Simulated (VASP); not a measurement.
# Al12C in VASP: relaxation of the atoms with PBE

Aim: the relaxation of the atoms of Al12C with PBE.

All numbers are computed with VASP 6.6.1; they aren't measurements. Logs are shortened: lines on timing, memory, paths and dates and some standing lists are left out, and cuts for length are marked.

### 1 The cell of the first run

The cell holds a slab with vacuum, 13 atoms: a = 5.714 Å, b = 5.714 Å, c = 20.102 Å, α = 90.00°, β = 90.00°, γ = 120.00°.

### 2 Relaxation of the atoms, PBE

Contents of INCAR:

```
ALGO     = Fast           # electronic algorithm
DIPOL    = 0.5 0.5 0.328
EDIFF    = 1E-6           # SCF threshold, eV
EDIFFG   = -0.025         # ionic threshold
ENCUT    = 520            # plane-wave cutoff, eV
GGA      = PE             # functional
IBRION   = 2              # ionic algorithm
IDIPOL   = 3            
ISIF     = 2              # what is computed and relaxed
ISMEAR   = 0              # smearing method
KPAR     = 4            
LASPH    = T              # aspherical terms in the spheres
LCHARG   = F              # write CHGCAR
LDIPOL   = T            
LREAL    = F              # projectors in reciprocal space
LWAVE    = F              # write WAVECAR
NELM     = 60             # most SCF steps
NSW      = 36             # ionic steps
PREC     = Accurate       # precision mode
SIGMA    = 0.1            # smearing width, eV
```

Contents of KPOINTS:

```
k-points
0
Gamma
  6 6 1
```

Contents of POSCAR:

```
Al12C
1.0
    5.7143028096      0.0000000000      0.0000000000
   -2.8571514048      4.9487313980      0.0000000000
    0.0000000000      0.0000000000     20.1016424764
Al C
12 1
Selective dynamics
Direct
    0.3333333333      0.1666666667      0.1989887147  F F F
    0.3333333333      0.6666666667      0.1989887147  F F F
    0.8333333333      0.1666666667      0.1989887147  F F F
    0.8333333333      0.6666666667      0.1989887147  F F F
    0.1666666667      0.3333333333      0.3134533099  F F F
    0.1666666667      0.8333333333      0.3134533099  F F F
    0.6666666667      0.3333333333      0.3134533099  F F F
    0.6666666667      0.8333333333      0.3134533099  F F F
    0.0000000000      0.0000000000      0.4279074452  F F F
    0.0000000000      0.5000000000      0.4279074452  F F F
    0.5000000000      0.0000000000      0.4279074452  F F F
    0.5000000000      0.5000000000      0.4279074452  F F F
    0.0833333333      0.1666666667      0.5084816029  F F T
```

Potentials or basis: VASP PAW PBE potentials, release 64 (Al, C).

Run with:

```bash
cat potpaw_PBE.64/Al/POTCAR potpaw_PBE.64/C/POTCAR > POTCAR
mpirun -np 4 vasp_std > vasp.out
```

OUTCAR:

```text
EDIFF = 1E-6
   EDIFFG = -0.025
   ENCUT = 520
   GGA = PE
   IBRION = 2
   ISIF = 2
   ISMEAR = 0
   LASPH = T
   LREAL = F
   NELM = 60
   NSW = 36
   PREC = Accurate

 ion  position               nearest neighbor table
   1  0.333  0.167  0.199-   5 2.83   6 2.83   7 2.83   4 2.86   2 2.86   2 2.86   4 2.86   3 2.86
                             3 2.86
   2  0.333  0.667  0.199-   6 2.83   5 2.83   8 2.83   3 2.86   1 2.86   1 2.86   3 2.86   4 2.86
                             4 2.86
   3  0.833  0.167  0.199-   7 2.83   8 2.83   5 2.83   4 2.86   2 2.86   4 2.86   2 2.86   1 2.86
                             1 2.86
   4  0.833  0.667  0.199-   8 2.83   7 2.83   6 2.83   3 2.86   1 2.86   3 2.86   1 2.86   2 2.86
                             2 2.86
   5  0.167  0.333  0.313-   9 2.83  12 2.83  10 2.83   1 2.83   2 2.83   3 2.83   8 2.86   6 2.86
                             6 2.86   8 2.86   7 2.86   7 2.86
   6  0.167  0.833  0.313-  10 2.83  11 2.83   9 2.83   2 2.83   1 2.83   4 2.83   7 2.86   5 2.86
                             5 2.86   7 2.86   8 2.86   8 2.86
   7  0.667  0.333  0.313-  11 2.83  10 2.83  12 2.83   3 2.83   4 2.83   1 2.83   8 2.86   6 2.86
                             8 2.86   6 2.86   5 2.86   5 2.86
   8  0.667  0.833  0.313-  12 2.83   9 2.83  11 2.83   4 2.83   3 2.83   2 2.83   7 2.86   5 2.86
                             7 2.86   5 2.86   6 2.86   6 2.86
   9  0.000  0.000  0.428-  13 1.82   5 2.83   8 2.83   6 2.83  12 2.86  10 2.86  10 2.86  12 2.86
                            11 2.86  11 2.86
  10  0.000  0.500  0.428-  13 2.72   6 2.83   7 2.83   5 2.83  11 2.86   9 2.86   9 2.86  11 2.86
                            12 2.86  12 2.86
  11  0.500  0.000  0.428-   7 2.83   6 2.83   8 2.83  10 2.86  12 2.86  12 2.86  10 2.86   9 2.86
                             9 2.86
  12  0.500  0.500  0.428-  13 2.72   8 2.83   5 2.83   7 2.83  11 2.86   9 2.86  11 2.86   9 2.86
                            10 2.86  10 2.86
  13  0.083  0.167  0.508-   9 1.82  10 2.72  12 2.72

  LATTYP: Found a hexagonal cell.
 ALAT       =     5.7143028096
 C/A-ratio  =     3.5177769093

  Lattice vectors:

 A1 = (   5.7143028096,   0.0000000000,   0.0000000000)
 A2 = (  -2.8571514048,   4.9487313980,   0.0000000000)
 A3 = (   0.0000000000,   0.0000000000,  20.1016424764)

Analysis of symmetry for initial positions (statically):
=====================================================================
 Subroutine PRICEL returns:
 Original cell was already a primitive cell.

 Routine SETGRP: Setting up the symmetry group for a
 hexagonal supercell.

 Subroutine GETGRP returns: Found  2 space group operations
 (whereof  2 operations were pure point group operations)
 out of a pool of 24 trial point group operations.

The static configuration has the point symmetry C_1h.

Analysis of symmetry for dynamics (positions and initial velocities):
=====================================================================
 Subroutine PRICEL returns:
 Original cell was already a primitive cell.

 Routine SETGRP: Setting up the symmetry group for a
 hexagonal supercell.

 Subroutine GETGRP returns: Found  2 space group operations
 (whereof  2 operations were pure point group operations)
 out of a pool of 24 trial point group operations.

The dynamic configuration has the point symmetry C_1h.

Analysis of constrained symmetry for selective dynamics:
=====================================================================
 Subroutine PRICEL returns:
 Original cell was already a primitive cell.

 Routine SETGRP: Setting up the symmetry group for a
 hexagonal supercell.

 Subroutine GETGRP returns: Found  2 space group operations
 (whereof  2 operations were pure point group operations)
 out of a pool of 24 trial point group operations.

The constrained configuration has the point symmetry C_1h.

 Subroutine INISYM returns: Found  2 space group operations
 (whereof  2 operations are pure point group operations),
 and found     1 'primitive' translations

----------------------------------------------------------------------------------------

                                     Primitive cell

  volume of cell :     568.4453

  direct lattice vectors                    reciprocal lattice vectors
[... 54 lines left out ...]
     0.033678665  0.033678665  0.049747179

  Shift w.r.t. Gamma in fractional coordinates (k-lattice)
     0.000000000  0.000000000  0.000000000

 Subroutine IBZKPT returns following result:
 ===========================================

 Found     13 irreducible k-points:

 Following reciprocal coordinates:
            Coordinates               Weight
  0.000000  0.000000  0.000000      1.000000
  0.166667  0.000000  0.000000      4.000000
  0.000000  0.166667  0.000000      2.000000
  0.333333  0.000000  0.000000      4.000000
  0.000000  0.333333  0.000000      2.000000
  0.500000  0.000000  0.000000      2.000000
  0.000000  0.500000  0.000000      1.000000
  0.166667  0.166667  0.000000      4.000000
 -0.333333  0.166667  0.000000      2.000000
  0.333333  0.166667  0.000000      4.000000
 -0.166667  0.500000  0.000000      4.000000
  0.500000  0.333333  0.000000      4.000000
  0.333333  0.333333  0.000000      2.000000
   k-points           NKPTS =     13   k-points in BZ     NKDIM =     13   number of bands    NBANDS=     27
   number of dos      NEDOS =    301   number of ions     NIONS =     13
   total plane-waves  NPLWV = 264600
   dimension x,y,z NGX =    42 NGY =   42 NGZ =  150
   dimension x,y,z NGXF=    84 NGYF=   84 NGZF=  300
   ions per type =              12   1
   NGX,Y,Z   is equivalent  to a cutoff of  12.22, 12.22, 12.41 a.u.
   NGXF,Y,Z  is equivalent  to a cutoff of  24.44, 24.44, 24.81 a.u.
 SYSTEM =  unknown system
   PREC   = accura    normal or accurate (medium, high low for compatibility)
   ISTART =      0    job   : 0-new  1-cont  2-samecut
   ICHARG =      2    charge: 1-file 2-atom 10-const
   ISPIN  =      1    spin polarized calculation?
   LNONCOLLINEAR =      F non collinear calculations
   LSORBIT =      F    spin-orbit coupling
   LASPH  =      T    aspherical Exc in radial PAW
   ENCUT  =  520.0 eV  38.22 Ry    6.18 a.u.  10.62 10.62 37.38*2*pi/ulx,y,z
   NELM   =     60;   NELMIN=  2; NELMDL= -5     # of ELM steps
   EDIFF  = 0.1E-05   stopping-criterion for ELM
   LREAL  =      F    real-space projection
   EDIFFG = -.3E-01   stopping-criterion for IOM
   NSW    =     36    number of steps for IOM
   IBRION =      2    ionic relax: 0-MD 1-quasi-New 2-CG
   NFREE  =      1    steps in history (QN), initial steepest desc. (CG)
   ISIF   =      2    stress and relaxation
   ISYM   =      2    0-nonsym 1-usesym 2-fastsym
   POTIM  = 0.5000    time-step for ionic-motion
   TEBEG  =    0.0;   TEEND  =   0.0 temperature during run
   PSTRESS=    0.0 pullay stress
   NELECT =      40.0000    total number of electrons
   NUPDOWN=      -1.0000    fix difference up-down
   EMIN   =  10.00;   EMAX   =-10.00  energy-range for DOS
   EFERMI =   0.00;   METHOD = LEGACY
   ISMEAR =     0;   SIGMA  =   0.10  broadening in eV -4-tet -1-fermi 0-gaus
   EFERMI_NEDOS =   21; number of points for ismear=-14 and -15
   IALGO  =     68    algorithm
   IMIX   =      4    mixing-type and parameters
     AMIX     =   0.40;   BMIX     =  1.00
     AMIX_MAG =   1.60;   BMIX_MAG =  1.00
  volume/ion in A,a.u.               =      43.73       295.08
  Fermi-wavevector in a.u.,A,eV,Ry     =   0.675873  1.277215  6.215205  0.456805
  Thomas-Fermi vector in A             =   1.753019
   LORBIT       =      0    0 simple, 1 ext, 2 COOP (PROOUT), +10 PAW based schemes
   GGA     = PE    functional components
   LHFCALC =     F    Hartree Fock is set to
   AEXX    =    0.0000 exact exchange contribution
   IVDW    =     0    specifies the selected vdW correction
   LEPSILON=     F    determine dielectric tensor
   LRPA    =     F    only Hartree local field effects (RPA)
 conjugate gradient relaxation of ions
 non-spin polarized calculation
 RMM-DIIS sequential band-by-band and
 Gauss-broadening in eV      SIGMA  =   0.10
  energy-cutoff  :      520.00
  volume of cell :      568.45
 maximum number of plane-waves:     15351
   NGX = 21   NGY = 21   NGZ = 75

--------------------------------------- Ionic step        1  -------------------------------------------

 number of electron      40.0000001 magnetization

 Free energy of the ion-electron system (eV)
  ---------------------------------------------------
  ext. energy  EPLUGINS =         0.00000000
  ---------------------------------------------------
  free energy    TOTEN  =       -47.01471690 eV

  energy without entropy =      -46.98985854  energy(sigma->0) =      -47.00228772

------------------------ aborting loop because EDIFF is reached ----------------------------------------

  FORCE on cell =-STRESS in cart. coord.  units (eV):
  Direction    XX          YY          ZZ          XY          YZ          ZX
  --------------------------------------------------------------------------------------
  -------------------------------------------------------------------------------------
  Total       -5.4532829     -2.2787917      2.0541532      0.0000000      4.2899789      0.0000000
  in kB      -15.3702146     -6.4228315      5.7896823      0.0000000     12.0914132      0.0000000
  external PRESSURE =      -5.3344546 kB  Pullay stress =       0.0000000 kB
[... 81 lines left out ...]
--------------------------------------- Ionic step        3  -------------------------------------------

 number of electron      40.0000001 magnetization

 dipolmoment           0.000000      0.000000      0.286701 electrons x Angstroem

 Free energy of the ion-electron system (eV)
  ---------------------------------------------------
  ext. energy  EPLUGINS =         0.00000000
  ---------------------------------------------------
  free energy    TOTEN  =       -47.02072040 eV

  energy without entropy =      -46.99544924  energy(sigma->0) =      -47.00808482

 E-fermi :  -0.1640     XC(G=0):  -4.6137

 val. band max:       -0.1835825058   @ k =   0.3333   0.1667   0.0000
 cond. band min:      -0.1309204614   @ k =  -0.1667   0.5000   0.0000
 fundamental gap:      0.0526620444
 Fermi energy:        -0.1640396025

 k-point     1 :       0.0000    0.0000    0.0000
  band No.  band energies     occupation
      1     -10.9729      2.00000
      2     -10.0086      2.00000
      3      -8.4696      2.00000
      4      -5.8994      2.00000
      5      -4.9626      2.00000
      6      -4.9452      2.00000
[... 379 lines left out ...]
     26       2.3896      0.00000
     27       2.4500      0.00000

------------------------ aborting loop because EDIFF is reached ----------------------------------------

 vacuum level on the upper side and lower side of the slab       (xc-potential included)         0.878        -0.939

  FORCE on cell =-STRESS in cart. coord.  units (eV):
  Direction    XX          YY          ZZ          XY          YZ          ZX
  --------------------------------------------------------------------------------------
  -------------------------------------------------------------------------------------
  Total       -5.3368206     -2.4083787      1.2222258      0.0000000      3.8736588      0.0000000
  in kB      -15.0419627     -6.7880758      3.4448740      0.0000000     10.9180046      0.0000000
  external PRESSURE =      -6.1283882 kB  Pullay stress =       0.0000000 kB
[... 28 lines left out ...]
  FREE ENERGIE OF THE ION-ELECTRON SYSTEM (eV)
  ---------------------------------------------------
  free  energy   TOTEN  =       -47.0207204007 eV

  energy  without entropy=      -46.9954492433  energy(sigma->0) =      -47.00808482

 reached required accuracy - stopping structural energy minimisation

 vacuum level on the upper side and lower side of the slab         5.600         3.732
```

Wall time 7.1 min (4 MPI ranks of Oxide Virtual Turin-like, shared host); peak memory 0.69 GiB.

What came out:

- Free energy: -47.0207 eV
- Energy gained by relaxing: 0.5 meV/atom
- Ionic steps: 3
- Band gap on the k mesh: zero (bands 20 and 21 overlap by 0.55 eV)

The path:
```
step  energy change (eV)  largest force on free atoms (eV/Å)  pressure (GPa)
   1              0.0000                              0.4548           -0.53
   2             -0.0058                              0.0814           -0.60
   3             -0.0060                              0.0025           -0.61
```

Final structure:
```cif
data_structure
_symmetry_space_group_name_H-M 'P 1'
_symmetry_Int_Tables_number 1
_cell_length_a 5.7143
_cell_length_b 5.7143
_cell_length_c 20.1016
_cell_angle_alpha 90.000
_cell_angle_beta 90.000
_cell_angle_gamma 120.000
_cell_volume 568.45
loop_
_atom_site_label
_atom_site_type_symbol
_atom_site_fract_x
_atom_site_fract_y
_atom_site_fract_z
_atom_site_occupancy
Al1 Al 0.33333 0.16667 0.19899 1
Al2 Al 0.33333 0.66667 0.19899 1
Al3 Al 0.83333 0.16667 0.19899 1
Al4 Al 0.83333 0.66667 0.19899 1
Al5 Al 0.16667 0.33333 0.31345 1
Al6 Al 0.16667 0.83333 0.31345 1
Al7 Al 0.66667 0.33333 0.31345 1
Al8 Al 0.66667 0.83333 0.31345 1
Al9 Al 0.00000 0.00000 0.42791 1
Al10 Al 0.00000 0.50000 0.42791 1
Al11 Al 0.50000 0.00000 0.42791 1
Al12 Al 0.50000 0.50000 0.42791 1
C1 C 0.08333 0.16667 0.50983 1
```

The gap in the log of VASP goes by the Fermi energy; the results here count the filled bands.